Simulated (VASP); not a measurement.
# Si46BC48 (a cell with a defect) in VASP: single point with PBEsol

Aim: the single point of Si46BC48 (a cell with a defect) with PBEsol.

Everything below comes from runs of VASP 6.6.1. Logs are shortened: lines on timing, memory, paths and dates and some standing lists are left out, and cuts for length are marked.

### 1 The cell of the first run

The cell holds a defect, 95 atoms: a = 9.234 Å, b = 10.663 Å, c = 10.076 Å, α = 90.00°, β = 90.00°, γ = 90.00°.

### 2 Single point, PBEsol

The input, INCAR:

```
SYSTEM = Si46BC48
PREC = Accurate
ENCUT = 520
EDIFF = 1E-6
ISMEAR = -1
SIGMA = 0.05
LREAL = Auto
LASPH = .True.
NELM = 120
ALGO = Normal
ISIF = 2
LWAVE = .False.
LCHARG = .False.
GGA = PS
NBANDS = 242
NELECT = 378.0
ISYM = 0
GGA_COMPAT = .False.
```

The input, KPOINTS:

```
Automatic mesh
0
Gamma
  1 1 1
  0.25 0.25 0.25
```

The input, POSCAR:

```
Si46BC48
1.0
    9.2342040000      0.0000000000      0.0000000000
    0.0000000000     10.6627400000      0.0000000000
    0.0000000000      0.0000000000     10.0759470000
Si B C
46 1 48
Direct
    0.0039170000      0.0035700000      0.5014710000
    0.3320900000      0.0028140000      0.5007030000
    0.9976270000      0.4965450000      0.5036870000
    0.6671520000      0.0008280000      0.5008950000
    0.4923090000      0.2496590000      0.5022740000
    0.1654820000      0.7479750000      0.5033330000
    0.8327280000      0.2509640000      0.5004090000
    0.6636390000      0.5045130000      0.5036760000
    0.5026120000      0.7511780000      0.5032050000
    0.8362120000      0.7512110000      0.5009130000
    0.0013710000      0.1680370000      0.2496390000
    0.3305840000      0.1671050000      0.2530900000
    0.1633630000      0.4101100000      0.2510180000
    0.0006980000      0.6654560000      0.2501500000
    0.6659510000      0.1670460000      0.2494370000
    0.4999460000      0.4163990000      0.2505480000
    0.3336820000      0.6660200000      0.2508640000
    0.1671770000      0.9165490000      0.2501160000
    0.8316260000      0.4163370000      0.2492950000
    0.6672410000      0.6674190000      0.2502150000
    0.4997060000      0.9170810000      0.2501620000
    0.8342660000      0.9176290000      0.2500330000
    0.1673980000      0.0851150000      0.7474350000
    0.0023270000      0.3313660000      0.7466610000
    0.5000630000      0.0828910000      0.7506890000
    0.3308910000      0.3298380000      0.7439690000
    0.1639330000      0.5847600000      0.7494100000
    0.9999000000      0.8349760000      0.7510860000
    0.8336230000      0.0841260000      0.7501630000
    0.6665260000      0.3335130000      0.7503490000
    0.5023430000      0.5853270000      0.7506520000
    0.3335680000      0.8343110000      0.7511530000
    0.8337590000      0.5842840000      0.7516370000
    0.6680420000      0.8344300000      0.7513040000
    0.0005090000      0.0009510000      0.9998150000
    0.3330450000      0.0009180000      0.0003770000
    0.1661230000      0.2489920000      0.9968220000
    0.9993880000      0.4985910000      0.9995170000
    0.6669690000      0.0003450000      0.0004530000
    0.4994650000      0.2498040000      0.9991860000
    0.3319270000      0.4990600000      0.0000050000
    0.1667240000      0.7507900000      0.0001880000
    0.8334980000      0.2498670000      0.9992510000
    0.6668590000      0.4999470000      0.0000980000
    0.5001950000      0.7509330000      0.0005130000
    0.8339300000      0.7504740000      0.0012050000
    0.1748350000      0.2479930000      0.5069110000
    0.0006040000      0.0006090000      0.1877660000
    0.3331530000      0.0004730000      0.1882240000
    0.1669890000      0.2477600000      0.1828400000
    0.0000020000      0.4986960000      0.1879310000
    0.6668310000      0.9999760000      0.1877490000
    0.4980740000      0.2496100000      0.1874780000
    0.3304370000      0.4977640000      0.1920680000
    0.1665450000      0.7494190000      0.1878920000
    0.8331720000      0.2500280000      0.1871060000
    0.6658700000      0.5009260000      0.1873740000
    0.5004100000      0.7497440000      0.1879260000
    0.8343960000      0.7501300000      0.1887320000
    0.0002920000      0.0011760000      0.6873290000
    0.3336610000      0.9998170000      0.6876640000
    0.1664810000      0.2486480000      0.6756080000
    0.9992590000      0.4997640000      0.6886850000
    0.6671400000      0.0005130000      0.6876760000
    0.5003750000      0.2494690000      0.6882360000
    0.3338600000      0.5007510000      0.7069170000
    0.1662660000      0.7509640000      0.6892670000
    0.8326780000      0.2505320000      0.6870350000
    0.6673560000      0.5010310000      0.6894750000
    0.5010410000      0.7513460000      0.6894530000
    0.8342610000      0.7506970000      0.6879950000
    0.0086910000      0.1763390000      0.4382020000
    0.3210240000      0.1716910000      0.4425790000
    0.1360110000      0.3782950000      0.4373440000
    0.0022770000      0.6628870000      0.4385050000
    0.6650850000      0.1680480000      0.4374550000
    0.5149760000      0.4105900000      0.4349760000
    0.3351620000      0.6818380000      0.4352730000
    0.1677520000      0.9162980000      0.4380920000
    0.8293390000      0.4166970000      0.4374380000
    0.6685580000      0.6694680000      0.4384940000
    0.4997330000      0.9192630000      0.4382490000
    0.8364070000      0.9200520000      0.4381790000
    0.1668510000      0.0832660000      0.9357530000
    0.0002660000      0.3326400000      0.9356930000
    0.5001720000      0.0831500000      0.9383590000
    0.3324230000      0.3333990000      0.9363010000
    0.1661990000      0.5834560000      0.9395400000
    0.0000690000      0.8340400000      0.9387580000
    0.8333900000      0.0834180000      0.9379380000
    0.6664260000      0.3334880000      0.9383460000
    0.4992630000      0.5834770000      0.9407590000
    0.3334710000      0.8338160000      0.9390270000
    0.8335950000      0.5836690000      0.9390710000
    0.6673050000      0.8335500000      0.9389620000
```

Potentials or basis: VASP PAW PBE potentials, release 64 (Si, B, C).

On the command line:

```bash
$ cat potpaw_PBE.64/Si/POTCAR potpaw_PBE.64/B/POTCAR potpaw_PBE.64/C/POTCAR > POTCAR
$ mpirun -np 1 vasp_std > vasp.out
```

OUTCAR:

```text
SYSTEM = Si46BC48
   PREC = Accurate
   ENCUT = 520
   EDIFF = 1E-6
   ISMEAR = -1
   LREAL = Auto
   LASPH = .True.
   NELM = 120
   ISIF = 2
   GGA = PS
   NELECT = 378.0
   ISYM = 0

 ion  position               nearest neighbor table
   1  0.004  0.004  0.501-  60 1.87  79 1.89  83 1.90  72 1.95  23 3.03   2 3.03   7 3.08  29 3.08
                            11 3.08  18 3.09  28 3.09  10 3.10   6 3.11   4 3.11  22 3.12
   2  0.332  0.003  0.501-  61 1.88  79 1.88  82 1.89  73 1.90   5 3.02   1 3.03  23 3.04  12 3.05
                            25 3.08  18 3.09   4 3.09  32 3.10  21 3.10   9 3.11   6 3.12
   3  0.998  0.497  0.504-  63 1.86  75 1.89  80 1.89  74 1.92  24 3.02   7 3.03  27 3.06  33 3.07
                             8 3.09   6 3.10  10 3.10  19 3.11  13 3.11  14 3.13
   4  0.667  0.001  0.501-  64 1.88  82 1.88  83 1.89  76 1.89   9 3.07   7 3.07  29 3.08  25 3.08
                            34 3.08  10 3.09  22 3.09  15 3.09  21 3.09   2 3.09   5 3.11   1 3.11
   5  0.492  0.250  0.502-  77 1.86  65 1.88  73 1.89  76 1.93  26 2.98   2 3.02  12 3.05  25 3.07
                            16 3.10  30 3.10   4 3.11  15 3.14   7 3.14   8 3.14
   6  0.165  0.748  0.503-  78 1.85  67 1.87  75 1.88  79 1.91  27 3.03  10 3.04  28 3.07  32 3.08
                             3 3.10  14 3.10  17 3.11   1 3.11   9 3.11  18 3.12   2 3.12
   7  0.833  0.251  0.500-  80 1.88  68 1.88  76 1.89  72 1.91   3 3.03  24 3.06   4 3.07   1 3.08
                            30 3.08  29 3.08  19 3.08  15 3.09  11 3.10   8 3.12   5 3.14
   8  0.664  0.505  0.504-  77 1.83  69 1.87  81 1.88  80 1.91   9 3.02  31 3.03  33 3.07  10 3.08
                            30 3.08   3 3.09  20 3.09  16 3.11   7 3.12  19 3.14   5 3.14
   9  0.503  0.751  0.503-  78 1.85  70 1.88  81 1.88  82 1.91   8 3.02  31 3.06  34 3.06   4 3.07
                            32 3.08  10 3.08  20 3.10  21 3.10   2 3.11   6 3.11  17 3.12
  10  0.836  0.751  0.501-  81 1.88  71 1.89  75 1.91  83 1.91   6 3.04  28 3.07   8 3.08   9 3.08
                             4 3.09  14 3.09  22 3.09  33 3.09  34 3.09   3 3.10  20 3.10   1 3.10
  11  0.001  0.168  0.250-  50 1.87  56 1.89  48 1.89  72 1.90  13 2.98  12 3.04  19 3.08  22 3.08
                            35 3.08   1 3.08  43 3.09  18 3.09  37 3.09   7 3.10  15 3.10
  12  0.331  0.167  0.253-  50 1.88  49 1.89  53 1.90  73 1.91  13 3.02  11 3.04   2 3.05   5 3.05
                            18 3.07  16 3.08  21 3.09  15 3.10  36 3.10  37 3.12  40 3.12
  13  0.163  0.410  0.251-  50 1.86  51 1.89  54 1.90  74 1.92  11 2.98  12 3.02  19 3.06  37 3.08
                            38 3.10  16 3.11  14 3.11   3 3.11  41 3.12
  14  0.001  0.665  0.250-  55 1.88  51 1.89  59 1.89  75 1.90  17 3.07  20 3.08  46 3.08  19 3.08
                            42 3.09  10 3.09  18 3.09  38 3.09  22 3.10   6 3.10  13 3.11   3 3.13
  15  0.666  0.167  0.249-  52 1.89  56 1.89  53 1.89  76 1.89  19 3.07  16 3.07  39 3.07  21 3.08
                            22 3.08  40 3.08  43 3.09   4 3.09   7 3.09  12 3.10  11 3.10   5 3.14
  16  0.500  0.416  0.251-  77 1.86  54 1.88  57 1.89  53 1.89  19 3.06  15 3.07  17 3.07  12 3.08
                            44 3.09  20 3.09  41 3.09  40 3.09   5 3.10  13 3.11   8 3.11
  17  0.334  0.666  0.251-  78 1.87  58 1.89  54 1.89  55 1.89  16 3.07  14 3.07  20 3.08  18 3.08
                            21 3.08  45 3.09  41 3.09  42 3.09   6 3.11   9 3.12
  18  0.167  0.917  0.250-  49 1.88  48 1.89  55 1.89  79 1.89  12 3.07  21 3.07  22 3.07  42 3.08
                            36 3.08  17 3.08  14 3.09  11 3.09  35 3.09   2 3.09   1 3.09   6 3.12
[... 392 lines left out ...]
   LORBIT       =      0    0 simple, 1 ext, 2 COOP (PROOUT), +10 PAW based schemes
   GGA     = PS    functional components
   LHFCALC =     F    Hartree Fock is set to
   AEXX    =    0.0000 exact exchange contribution
   IVDW    =     0    specifies the selected vdW correction
   LEPSILON=     F    determine dielectric tensor
   LRPA    =     F    only Hartree local field effects (RPA)
 non-spin polarized calculation
  energy-cutoff  :      520.00
  volume of cell :      992.10
 maximum number of plane-waves:     26706
 NGX is ok and might be reduce to    70
   NGX = 35   NGY = 39   NGZ = 37

 number of electron     378.0000009 magnetization

 Free energy of the ion-electron system (eV)
  ---------------------------------------------------
  ext. energy  EPLUGINS =         0.00000000
  ---------------------------------------------------
  free energy    TOTEN  =      -757.75835846 eV

  energy without entropy =     -757.74618342  energy(sigma->0) =     -757.75227094

 E-fermi :   7.8077     XC(G=0): -11.4030

 val. band max:        7.5952956018   @ k =  -0.2500   0.2500  -0.2500
 cond. band min:       8.0348793569   @ k =  -0.2500   0.2500  -0.2500
 fundamental gap:      0.4395837551
 Fermi energy:         7.8077207018

 k-point     1 :       0.2500    0.2500    0.2500
  band No.  band energies     occupation
      1      -7.4039      2.00000
      2      -6.8800      2.00000
      3      -6.8155      2.00000
      4      -6.6694      2.00000
      5      -6.2907      2.00000
      6      -6.1732      2.00000
[... 805 lines left out ...]
    200      11.3694      0.00000
    201      11.4788      0.00000
 [bands above 201 left out]

------------------------ aborting loop because EDIFF is reached ----------------------------------------

  FORCE on cell =-STRESS in cart. coord.  units (eV):
  Direction    XX          YY          ZZ          XY          YZ          ZX
  --------------------------------------------------------------------------------------
  -------------------------------------------------------------------------------------
  Total      -12.8509610    -18.1332441    -14.2938090      2.1351637      2.1752143      1.9529431
  in kB      -20.7535325    -29.2841034    -23.0836456      3.4481615      3.5128408      3.1538862
  external PRESSURE =     -24.3737605 kB  Pullay stress =       0.0000000 kB

 VOLUME and BASIS-vectors are now :
 -----------------------------------------------------------------------------
  energy-cutoff  :      520.00
  volume of cell :      992.10
      direct lattice vectors                 reciprocal lattice vectors
     9.234204000  0.000000000  0.000000000     0.108293037  0.000000000  0.000000000
     0.000000000 10.662740000  0.000000000     0.000000000  0.093784524  0.000000000
     0.000000000  0.000000000 10.075947000     0.000000000  0.000000000  0.099246254

 POSITION                                       TOTAL-FORCE (eV/Angst)
 -----------------------------------------------------------------------------------
      0.03617      0.03807      5.05280         0.069384      0.117118     -0.039692
      3.06659      0.03000      5.04506        -0.017912      0.033074     -0.000858
      9.21229      5.29453      5.07512         0.138190     -0.130199     -0.048864
      6.16062      0.00883      5.04699         0.033621     -0.023562      0.043247
      4.54608      2.66205      5.06089        -0.035536     -0.113543      0.037950
      1.52809      7.97546      5.07156        -0.016781      0.047255      0.002513
[... 87 lines left out ...]
      7.69759      6.22351      9.46203        -0.032686      0.007557      0.011522
      6.16203      8.88793      9.46093         0.000500     -0.004555     -0.003363
 -----------------------------------------------------------------------------------
    total drift:                                0.019826     -0.058186     -0.041165

  FREE ENERGIE OF THE ION-ELECTRON SYSTEM (eV)
  ---------------------------------------------------
  free  energy   TOTEN  =      -757.7583584637 eV

  energy  without entropy=     -757.7461834190  energy(sigma->0) =     -757.75227094
```

It took 52 min on 1 thread of Intel Xeon 8259CL, shared host; peak memory 1.2 GiB.

Results:

```yaml
Free_energy: -757.7584 eV
Largest_force: 0.253 eV/Å
```

Forces in eV/Å, atoms in the order of the input:
```
Si   0.069  0.117 -0.040
Si  -0.018  0.033 -0.001
Si   0.138 -0.130 -0.049
Si   0.034 -0.024  0.043
Si  -0.036 -0.114  0.038
Si  -0.017  0.047  0.003
Si   0.195  0.008 -0.018
Si   0.240  0.077  0.029
Si   0.040  0.013  0.005
Si   0.017 -0.028  0.020
Si   0.016  0.017  0.049
Si  -0.021  0.014  0.036
Si  -0.032 -0.035  0.089
Si   0.008 -0.033 -0.003
Si   0.009  0.013 -0.031
Si  -0.032  0.037 -0.099
Si  -0.006 -0.015 -0.037
Si  -0.019  0.012  0.016
Si   0.049  0.007  0.010
Si   0.002  0.001  0.007
Si  -0.012  0.003 -0.004
Si   0.010  0.006 -0.002
Si   0.002  0.008  0.006
Si   0.005 -0.002 -0.010
Si  -0.004 -0.006 -0.016
Si  -0.014 -0.009  0.026
Si  -0.006  0.000  0.014
Si   0.013  0.000  0.002
Si  -0.018 -0.003 -0.010
Si   0.000 -0.010  0.007
Si  -0.005 -0.005  0.015
Si  -0.001  0.001 -0.002
Si   0.029 -0.017 -0.007
Si  -0.014  0.013 -0.002
Si   0.007  0.004  0.008
Si  -0.012  0.002  0.000
Si  -0.016 -0.016  0.044
Si   0.024  0.002  0.029
Si   0.008 -0.001 -0.011
Si   0.005  0.006 -0.013
Si   0.002  0.006  0.016
Si   0.005 -0.004 -0.004
Si   0.019  0.002  0.003
Si   0.010  0.004 -0.014
Si  -0.011  0.004 -0.004
Si   0.001 -0.003  0.000
B   -0.001  0.039  0.019
C   -0.001  0.000  0.000
C    0.017 -0.009 -0.002
C   -0.015 -0.028 -0.070
C   -0.040  0.003 -0.007
C   -0.008  0.002  0.010
C    0.005  0.005  0.045
C    0.019  0.013 -0.016
C    0.009 -0.002 -0.014
C   -0.022 -0.003  0.001
C   -0.035 -0.012  0.009
C   -0.014  0.005  0.008
C   -0.019  0.002 -0.019
C    0.007 -0.018 -0.001
C    0.018 -0.001  0.000
C   -0.002 -0.024 -0.005
C   -0.018  0.026  0.022
C    0.011 -0.007  0.012
C    0.011  0.020 -0.015
C    0.010 -0.006 -0.023
C    0.004  0.015 -0.012
C    0.006  0.000  0.001
C   -0.025  0.007 -0.026
C    0.012 -0.007 -0.011
C    0.009  0.012  0.001
C   -0.143 -0.031  0.046
C    0.026 -0.051 -0.022
C   -0.048  0.084 -0.013
C   -0.005  0.018 -0.010
C   -0.083 -0.071 -0.015
C   -0.081 -0.009 -0.035
C    0.038 -0.025 -0.002
C   -0.051 -0.010  0.031
C   -0.114  0.077  0.045
C   -0.043 -0.002  0.006
C   -0.009 -0.053 -0.022
C   -0.039  0.026 -0.007
C    0.010  0.005  0.000
C   -0.008 -0.002 -0.007
C    0.004  0.001  0.007
C    0.015 -0.006 -0.038
C   -0.019  0.016 -0.010
C   -0.001 -0.008  0.006
C   -0.005  0.006  0.006
C   -0.012  0.010  0.009
C   -0.007 -0.001 -0.022
C    0.005 -0.011  0.001
C   -0.033  0.008  0.012
C    0.001 -0.005 -0.003
```

Caveat: the cell carries a net charge on a neutralising background, which shifts energy and pressure; the cell is charged against a uniform background, so pressure and absolute levels hang on convention; the PAW data sets were made with another functional, which shifts forces and pressure a little.
